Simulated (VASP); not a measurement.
# BaTa2 (Fm-3m) in VASP: a series of runs, part 2 of 2

VASP 6.6.1. Earlier steps stand in the parts before.

### Step 3. Relaxation of cell and atoms, PBE

This run uses another cell than the first one, of 24.81 Å³/atom, 0.994 times its volume.

File INCAR:

```
PREC = Accurate
ENCUT = 600
EDIFF = 1E-6
ISMEAR = 0
SIGMA = 0.1
LREAL = F
LASPH = T
NELM = 80
ALGO = Fast
ISIF = 3
LWAVE = F
LCHARG = F
GGA = PE
IBRION = 2
NSW = 100
EDIFFG = -0.01
```

File KPOINTS:

```
regular mesh
0
Gamma
  12 12 12
```

File POSCAR:

```
BaTa2
1.0
    0.0000000000      3.3385794121      3.3385794121
    3.3385794121      0.0000000000      3.3385794121
    3.3385794121      3.3385794121      0.0000000000
Ba Ta
1 2
Direct
    0.0000000000      0.0000000000      0.0000000000
    0.2500000000      0.2500000000      0.2500000000
    0.7500000000      0.7500000000      0.7500000000
```

Potentials or basis: VASP PAW PBE potentials, release 64 (Ba_sv, Ta_pv).

Run with:

```bash
$ cat potpaw_PBE.64/Ba_sv/POTCAR potpaw_PBE.64/Ta_pv/POTCAR > POTCAR
$ mpirun -np 1 vasp_std > vasp.out
```

OUTCAR:

```text
PREC = Accurate
   ENCUT = 600
   EDIFF = 1E-6
   ISMEAR = 0
   LREAL = F
   LASPH = T
   NELM = 80
   ISIF = 3
   GGA = PE
   IBRION = 2
   NSW = 100
   EDIFFG = -0.01

 ion  position               nearest neighbor table
   1  0.000  0.000  0.000-   2 2.89   3 2.89   3 2.89   3 2.89   3 2.89   2 2.89   2 2.89   2 2.89

   2  0.250  0.250  0.250-   1 2.89   1 2.89   1 2.89   1 2.89   3 3.34   3 3.34   3 3.34   3 3.34
                             3 3.34   3 3.34
   3  0.750  0.750  0.750-   1 2.89   1 2.89   1 2.89   1 2.89   2 3.34   2 3.34   2 3.34   2 3.34
                             2 3.34   2 3.34

  LATTYP: Found a face centered cubic cell.
 ALAT       =     6.6771588242

  Lattice vectors:

 A1 = (   0.0000000000,   3.3385794121,   3.3385794121)
 A2 = (   3.3385794121,   0.0000000000,   3.3385794121)
 A3 = (   3.3385794121,   3.3385794121,   0.0000000000)

Analysis of symmetry for initial positions (statically):
=====================================================================
 Subroutine PRICEL returns:
 Original cell was already a primitive cell.

 Routine SETGRP: Setting up the symmetry group for a
 face centered cubic supercell.

 Subroutine GETGRP returns: Found 48 space group operations
 (whereof 48 operations were pure point group operations)
 out of a pool of 48 trial point group operations.

The static configuration has the point symmetry O_h .

Analysis of symmetry for dynamics (positions and initial velocities):
=====================================================================
 Subroutine PRICEL returns:
 Original cell was already a primitive cell.

 Routine SETGRP: Setting up the symmetry group for a
 face centered cubic supercell.

 Subroutine GETGRP returns: Found 48 space group operations
 (whereof 48 operations were pure point group operations)
 out of a pool of 48 trial point group operations.

The dynamic configuration has the point symmetry O_h .

 Subroutine INISYM returns: Found 48 space group operations
 (whereof 48 operations are pure point group operations),
 and found     1 'primitive' translations

----------------------------------------------------------------------------------------

                                     Primitive cell

  volume of cell :      74.4244

  direct lattice vectors                    reciprocal lattice vectors
     0.000000000  3.338579412  3.338579412    -0.149764297  0.149764297  0.149764297
     3.338579412  0.000000000  3.338579412     0.149764297 -0.149764297  0.149764297
     3.338579412  3.338579412  0.000000000     0.149764297  0.149764297 -0.149764297

  length of vectors
     4.721464284  4.721464284  4.721464284     0.259399372  0.259399372  0.259399372

  position of ions in fractional coordinates (direct lattice)
     0.000000000  0.000000000  0.000000000
     0.250000000  0.250000000  0.250000000
     0.750000000  0.750000000  0.750000000

  ion indices of the primitive-cell ions
   primitive index   ion index
                 1           1
                 2           2
                 3           3

----------------------------------------------------------------------------------------

 KPOINTS: regular mesh

Automatic generation of k-mesh.
 Grid dimensions read from file:
[... 26 lines left out ...]
  0.333333  0.000000  0.000000      8.000000
  0.416667  0.000000  0.000000      8.000000
[... 16 lines left out ...]
  0.500000  0.166667  0.000000     24.000000
 -0.416667  0.166667  0.000000     24.000000
 [... further k-points ...]
   k-points           NKPTS =     72   k-points in BZ     NKDIM =     72   number of bands    NBANDS=     20
   number of dos      NEDOS =    301   number of ions     NIONS =      3
   total plane-waves  NPLWV =  64000
   dimension x,y,z NGX =    40 NGY =   40 NGZ =   40
   dimension x,y,z NGXF=    80 NGYF=   80 NGZF=   80
   ions per type =               1   2
   NGX,Y,Z   is equivalent  to a cutoff of  14.08, 14.08, 14.08 a.u.
   NGXF,Y,Z  is equivalent  to a cutoff of  28.17, 28.17, 28.17 a.u.
 SYSTEM =  unknown system
   PREC   = accura    normal or accurate (medium, high low for compatibility)
   ISTART =      0    job   : 0-new  1-cont  2-samecut
   ICHARG =      2    charge: 1-file 2-atom 10-const
   ISPIN  =      1    spin polarized calculation?
   LNONCOLLINEAR =      F non collinear calculations
   LSORBIT =      F    spin-orbit coupling
   LASPH  =      T    aspherical Exc in radial PAW
   ENCUT  =  600.0 eV  44.10 Ry    6.64 a.u.   9.43  9.43  9.43*2*pi/ulx,y,z
   NELM   =     80;   NELMIN=  2; NELMDL= -5     # of ELM steps
   EDIFF  = 0.1E-05   stopping-criterion for ELM
   LREAL  =      F    real-space projection
   EDIFFG = -.1E-01   stopping-criterion for IOM
   NSW    =    100    number of steps for IOM
   IBRION =      2    ionic relax: 0-MD 1-quasi-New 2-CG
   NFREE  =      1    steps in history (QN), initial steepest desc. (CG)
   ISIF   =      3    stress and relaxation
   ISYM   =      2    0-nonsym 1-usesym 2-fastsym
   POTIM  = 0.5000    time-step for ionic-motion
   TEBEG  =    0.0;   TEEND  =   0.0 temperature during run
   PSTRESS=    0.0 pullay stress
   NELECT =      32.0000    total number of electrons
   NUPDOWN=      -1.0000    fix difference up-down
   EMIN   =  10.00;   EMAX   =-10.00  energy-range for DOS
   EFERMI =   0.00;   METHOD = LEGACY
   ISMEAR =     0;   SIGMA  =   0.10  broadening in eV -4-tet -1-fermi 0-gaus
   EFERMI_NEDOS =   21; number of points for ismear=-14 and -15
   IALGO  =     68    algorithm
   IMIX   =      4    mixing-type and parameters
     AMIX     =   0.40;   BMIX     =  1.00
     AMIX_MAG =   1.60;   BMIX_MAG =  1.00
  volume/ion in A,a.u.               =      24.81       167.41
  Fermi-wavevector in a.u.,A,eV,Ry     =   1.235624  2.334991 20.772932  1.526767
  Thomas-Fermi vector in A             =   2.370266
   LORBIT       =      0    0 simple, 1 ext, 2 COOP (PROOUT), +10 PAW based schemes
   GGA     = PE    functional components
   LHFCALC =     F    Hartree Fock is set to
   AEXX    =    0.0000 exact exchange contribution
   IVDW    =     0    specifies the selected vdW correction
   LEPSILON=     F    determine dielectric tensor
   LRPA    =     F    only Hartree local field effects (RPA)
 conjugate gradient relaxation of ions
 non-spin polarized calculation
 RMM-DIIS sequential band-by-band and
 Gauss-broadening in eV      SIGMA  =   0.10
  energy-cutoff  :      600.00
  volume of cell :       74.42
 maximum number of plane-waves:      2510
 NGX is ok and might be reduce to    40
   NGX = 19   NGY = 19   NGZ = 19

--------------------------------------- Ionic step        1  -------------------------------------------

 number of electron      32.0000001 magnetization

 Free energy of the ion-electron system (eV)
  ---------------------------------------------------
  ext. energy  EPLUGINS =         0.00000000
  ---------------------------------------------------
  free energy    TOTEN  =       -17.73039460 eV

  energy without entropy =      -17.70635764  energy(sigma->0) =      -17.71837612

------------------------ aborting loop because EDIFF is reached ----------------------------------------

  FORCE on cell =-STRESS in cart. coord.  units (eV):
  Direction    XX          YY          ZZ          XY          YZ          ZX
  --------------------------------------------------------------------------------------
  -------------------------------------------------------------------------------------
  Total        1.4748707      1.4748707      1.4748707      0.0000000      0.0000000     -0.0000000
  in kB       31.7504157     31.7504157     31.7504157      0.0000000      0.0000000     -0.0000000
  external PRESSURE =      31.7504157 kB  Pullay stress =       0.0000000 kB
[... 61 lines left out ...]
--------------------------------------- Ionic step        3  -------------------------------------------

 number of electron      32.0000001 magnetization

 Free energy of the ion-electron system (eV)
  ---------------------------------------------------
  ext. energy  EPLUGINS =         0.00000000
  ---------------------------------------------------
  free energy    TOTEN  =       -17.76355256 eV

  energy without entropy =      -17.73839737  energy(sigma->0) =      -17.75097497

 E-fermi :   3.9172     XC(G=0): -10.6725

 val. band max:        3.9045111988   @ k =  -0.4167   0.3333   0.1667
 cond. band min:       3.9273405888   @ k =  -0.4167   0.3333   0.0000
 fundamental gap:      0.0228293900
 Fermi energy:         3.9172340798

 k-point     1 :       0.0000    0.0000    0.0000
  band No.  band energies     occupation
      1     -31.0655      2.00000
      2     -31.0655      2.00000
      3     -31.0655      2.00000
      4     -30.9471      2.00000
      5     -30.9471      2.00000
      6     -30.9471      2.00000
[... 541 lines left out ...]
     19       4.3652      0.00000
     20       5.4778      0.00000

 [... further k-points ...]
[... 5 lines left out ...]
  --------------------------------------------------------------------------------------
  -------------------------------------------------------------------------------------
  Total        0.0049575      0.0049575      0.0049575     -0.0000000      0.0000000     -0.0000000
  in kB        0.1019228      0.1019228      0.1019228     -0.0000000      0.0000000     -0.0000000
  external PRESSURE =       0.1019228 kB  Pullay stress =       0.0000000 kB
[... 18 lines left out ...]
  FREE ENERGIE OF THE ION-ELECTRON SYSTEM (eV)
  ---------------------------------------------------
  free  energy   TOTEN  =       -17.7635525646 eV

  energy  without entropy=      -17.7383973741  energy(sigma->0) =      -17.75097497

 reached required accuracy - stopping structural energy minimisation
```

It took 5.9 min on 1 thread of Intel Xeon Platinum 8375C at 2.90GHz (Ice Lake), shared host; peak memory 0.34 GiB.

Results:

| Quantity | Value |
| --- | --- |
| Free energy | -17.7636 eV |
| Relaxed volume | 25.98 Å³/atom |
| Relaxed cell | a = 4.794 Å, b = 4.794 Å, c = 4.794 Å, α = 60.00°, β = 60.00°, γ = 60.00° |
| Space group after relaxing (to 0.05 Å) | Fm-3m (No. 225) |
| Energy gained by relaxing | 11.1 meV/atom |
| Ionic steps | 3 |
| Pressure after relaxing | 0.0 GPa |
| Band gap on the k mesh | zero (band 16 reaches 4.27 eV, above the bottom of band 17 at 3.33 eV) |

Step by step:
```tsv
step	energy change (eV)	largest force (eV/Å)	pressure (GPa)	volume (Å³)
1	0.0000	0.0000	3.18	74.42
2	-0.0246	0.0000	-1.40	79.85
3	-0.0332	0.0000	0.01	77.93
```

Final structure:
```
Ba Ta
1.0
     0.00000    3.39019    3.39019
     3.39019    0.00000    3.39019
     3.39019    3.39019    0.00000
Ba Ta
1 2
Direct
  0.00000 0.00000 0.00000
  0.25000 0.25000 0.25000
  0.75000 0.75000 0.75000
```

Caveat: spin-orbit coupling is left out, which moves the levels of the heavy elements.
